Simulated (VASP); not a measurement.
# TaN (P6_3mc) in VASP: a series of runs, part 2 of 2

VASP 6.6.1. Earlier steps stand in the parts before.

## (3) Single point, PBEsol (volume scaled by 1.01)

The input, INCAR:

```
SYSTEM = TaN
PREC = Accurate ; ENCUT = 520
EDIFF = 1E-7 ; ISMEAR = -1
SIGMA = 0.01 ; LREAL = .False.
LASPH = .True. ; NELM = 80
ALGO = Normal ; ISIF = 2
LWAVE = .False. ; LCHARG = .True.
GGA = PS ; LELF = .True.
LVHAR = .True. ; NBANDS = 24
```

The input, KPOINTS:

```
Automatic mesh
0
Gamma
  9 9 5
  0 0 0
```

The input, POSCAR:

```
TaN
1.0
    3.0601340589      0.0000000000      0.0000000000
   -1.5300670295      2.6501538341      0.0000000000
    0.0000000000      0.0000000000      4.9564120807
Ta N
2 2
Direct
    0.3333333333      0.6666666667      0.0000000000
    0.6666666667      0.3333333333      0.5000000000
    0.3333333333      0.6666666667      0.3850000000
    0.6666666667      0.3333333333      0.8850000000
```

Potentials or basis: VASP PAW PBE potentials, release 64 (Ta_pv, N).

Run with:

```sh
cat potpaw_PBE.64/Ta_pv/POTCAR potpaw_PBE.64/N/POTCAR > POTCAR
mpirun -np 1 vasp_std > vasp.out
```

OUTCAR:

```text
SYSTEM = TaN
   PREC = Accurate
   ENCUT = 520
   EDIFF = 1E-7
   ISMEAR = -1
   LREAL = .False.
   LASPH = .True.
   NELM = 80
   ISIF = 2
   GGA = PS

 ion  position               nearest neighbor table
   1  0.333  0.667  0.000-   4 1.86   4 1.86   4 1.86   3 1.91   2 3.04   2 3.04   2 3.04   2 3.04
                             2 3.04   2 3.04
   2  0.667  0.333  0.500-   3 1.86   3 1.86   3 1.86   4 1.91   1 3.04   1 3.04   1 3.04   1 3.04
                             1 3.04   1 3.04
   3  0.333  0.667  0.385-   2 1.86   2 1.86   2 1.86   1 1.91
   4  0.667  0.333  0.885-   1 1.86   1 1.86   1 1.86   2 1.91
[... 852 lines left out ...]
  --------------------------------------------------------------------------------------
  -------------------------------------------------------------------------------------
  Total       32.7264519     32.7264519     26.6871011     -0.0000000     -0.0000000     -0.0000000
  in kB     1304.4593850   1304.4593851   1063.7339974     -0.0000000     -0.0000000     -0.0000000
  external PRESSURE =    1224.2175892 kB  Pullay stress =       0.0000000 kB

 VOLUME and BASIS-vectors are now :
 -----------------------------------------------------------------------------
  energy-cutoff  :      520.00
  volume of cell :       40.20
      direct lattice vectors                 reciprocal lattice vectors
     3.060134059  0.000000000  0.000000000     0.326783069  0.188668293  0.000000000
    -1.530067030  2.650153834  0.000000000     0.000000000  0.377336586  0.000000000
     0.000000000  0.000000000  4.956412081     0.000000000  0.000000000  0.201758850

 POSITION                                       TOTAL-FORCE (eV/Angst)
 -----------------------------------------------------------------------------------
     -0.00000      1.76677      0.00000         0.000000     -0.000000      2.293506
      1.53007      0.88338      2.47821        -0.000000      0.000000      2.293506
     -0.00000      1.76677      1.90822        -0.000000      0.000000     -2.293506
      1.53007      0.88338      4.38642         0.000000     -0.000000     -2.293506
 -----------------------------------------------------------------------------------
    total drift:                               -0.000000      0.000000      0.000385

  FREE ENERGIE OF THE ION-ELECTRON SYSTEM (eV)
  ---------------------------------------------------
  free  energy   TOTEN  =       -41.1273580033 eV

  energy  without entropy=      -41.1261904112  energy(sigma->0) =      -41.12677421
```

OSZICAR:

```text
N       E                     dE             d eps       ncg     rms          rms(c)
DAV:   1     0.287059027096E+03    0.28706E+03   -0.17703E+04  1728   0.143E+03
DAV:   2    -0.335029969190E+02   -0.32056E+03   -0.30495E+03  2040   0.425E+02
DAV:   3    -0.477161490662E+02   -0.14213E+02   -0.14047E+02  2152   0.896E+01
DAV:   4    -0.478446269168E+02   -0.12848E+00   -0.12841E+00  1904   0.904E+00
DAV:   5    -0.478459894270E+02   -0.13625E-02   -0.13624E-02  2176   0.801E-01    0.589E+01
DAV:   6    -0.412650610513E+02    0.65809E+01   -0.22257E+01  2008   0.365E+01    0.252E+01
DAV:   7    -0.411717360125E+02    0.93325E-01   -0.86778E-01  1824   0.748E+00    0.133E+01
DAV:   8    -0.411308491143E+02    0.40887E-01   -0.49578E-02  2160   0.159E+00    0.142E+00
DAV:   9    -0.411273155593E+02    0.35336E-02   -0.95333E-03  2024   0.688E-01    0.148E-01
DAV:  10    -0.411273660630E+02   -0.50504E-04   -0.42199E-04  2080   0.175E-01    0.492E-02
DAV:  11    -0.411273588416E+02    0.72213E-05   -0.22747E-05  2120   0.370E-02    0.114E-02
DAV:  12    -0.411273583394E+02    0.50220E-06   -0.14480E-06  2016   0.114E-02    0.374E-03
DAV:  13    -0.411273580133E+02    0.32612E-06   -0.16775E-07  1296   0.321E-03    0.233E-03
DAV:  14    -0.411273580033E+02    0.99790E-08   -0.24626E-08  1048   0.140E-03
   1 F= -.41127358E+02 E0= -.41126774E+02  d E =-.116759E-02
```

stdout:

```text
POSCAR found type information on POSCAR TaN
 POSCAR found :  2 types and       4 ions
 scaLAPACK will be used
 -----------------------------------------------------------------------------
|                                                                             |
|                                                                             |
|     You enforced a specific xc type in the INCAR file but a different       |
|     I HOPE YOU KNOW WHAT YOU ARE DOING!                                     |
|                                                                             |
 -----------------------------------------------------------------------------

 LDA part: xc-table for (Slater+PW92), standard interpolation
 POSCAR, INCAR and KPOINTS ok, starting setup
 FFT: planning ... GRIDC
 FFT: planning ... GRID_SOFT
 FFT: planning ... GRID
 WAVECAR not read
 entering main loop
```

Run time: 24 s. Hardware: 1 thread of AMD EPYC 7R13, shared host; peak memory 0.18 GiB.

Results:

```yaml
Free_energy: -41.1274 eV
Pressure: 122.4 GPa
Largest_force: 2.294 eV/Å
Band_gap_on_the_k_mesh: zero (band 16 reaches 10.03 eV, above the bottom of band 17 at 7.84 eV)
```

Forces on the atoms (eV/Å):
```
Ta   0.000  0.000  2.294
Ta   0.000  0.000  2.294
N    0.000  0.000 -2.294
N    0.000  0.000 -2.294
```

Caveat: the PAW data sets were made with another functional, which shifts forces and pressure a little; spin-orbit coupling is left out, which moves the levels of the heavy elements.

## (4) Single point, PBEsol (volume scaled by 1.04)

The input, INCAR:

```
PREC = Accurate
ENCUT = 520
EDIFF = 1E-6
ISMEAR = -1
SIGMA = 0.01
LREAL = False
LASPH = True
NELM = 80
ALGO = Normal
ISIF = 2
LWAVE = False
LCHARG = False
GGA = PS
NBANDS = 24
```

The input, KPOINTS:

```
regular mesh
0
Gamma
  9 9 5
```

The input, POSCAR:

```
TaN
1.0
    3.0901372865      0.0000000000      0.0000000000
   -1.5450686433      2.6761373914      0.0000000000
    0.0000000000      0.0000000000      5.0050074549
Ta N
2 2
Direct
    0.3333333333      0.6666666667      0.0000000000
    0.6666666667      0.3333333333      0.5000000000
    0.3333333333      0.6666666667      0.3850000000
    0.6666666667      0.3333333333      0.8850000000
```

Run with:

```sh
cat potpaw_PBE.64/Ta_pv/POTCAR potpaw_PBE.64/N/POTCAR > POTCAR
mpirun -np 1 vasp_std > vasp.out
```

Wall time 16 s (1 thread of AMD EPYC 7R13, shared host); peak memory 0.18 GiB.

It converged, with:

```yaml
Free_energy: -41.9666 eV
Pressure: 102.8 GPa
Largest_force: 2.207 eV/Å
Band_gap_on_the_k_mesh: zero (band 16 reaches 9.70 eV, above the bottom of band 17 at 7.58 eV)
```

Forces on the atoms (eV/Å):
```
Ta   0.000  0.000  2.207
Ta   0.000  0.000  2.207
N    0.000  0.000 -2.207
N    0.000  0.000 -2.207
```

Stress tensor (GPa, compression positive):
```
109.84   0.00   0.00
  0.00 109.84   0.00
  0.00   0.00  88.78
```

Levels at points of the mesh, in eV from the Fermi level:
| k point | band 12 | band 13 | band 14 | band 15 | band 16 | band 17 | band 18 | band 19 | band 20 | band 21 |
| --- | --- | --- | --- | --- | --- | --- | --- | --- | --- | --- |
| (0.00, 0.00, 0.00) | -7.66 | -7.66 | -7.52 | -0.82 | -0.82 | -0.42 | 2.03 | 2.52 | 2.52 | 4.47 |

Caveat: the PAW data sets were made with another functional, which shifts forces and pressure a little; spin-orbit coupling is left out, which moves the levels of the heavy elements.

## (5) The runs side by side

```tsv
cell	gap on the mesh (eV)	pressure (GPa)	largest force (eV/Å)
a = 3.030, b = 3.030, c = 4.907 Å, angles 90.0, 90.0, 120.0°, 4 atoms	none	144.6	2.36
a = 3.060, b = 3.060, c = 4.956 Å, angles 90.0, 90.0, 120.0°, 4 atoms	none	122.4	2.29
a = 3.090, b = 3.090, c = 5.005 Å, angles 90.0, 90.0, 120.0°, 4 atoms	none	102.8	2.21
```

Alike in all rows: task single point; level PBEsol; potentials or basis VASP PAW PBE potentials, release 64 (Ta_pv, N); no spin polarisation; k mesh 9 × 9 × 5; cutoff (eV) 520; smearing fermi-dirac 0.01 eV.

Caveats: the PAW data sets were made with another functional, which shifts forces and pressure a little; spin-orbit coupling is left out, which moves the levels of the heavy elements.

Absolute energies hang on the potentials; compare differences alone.
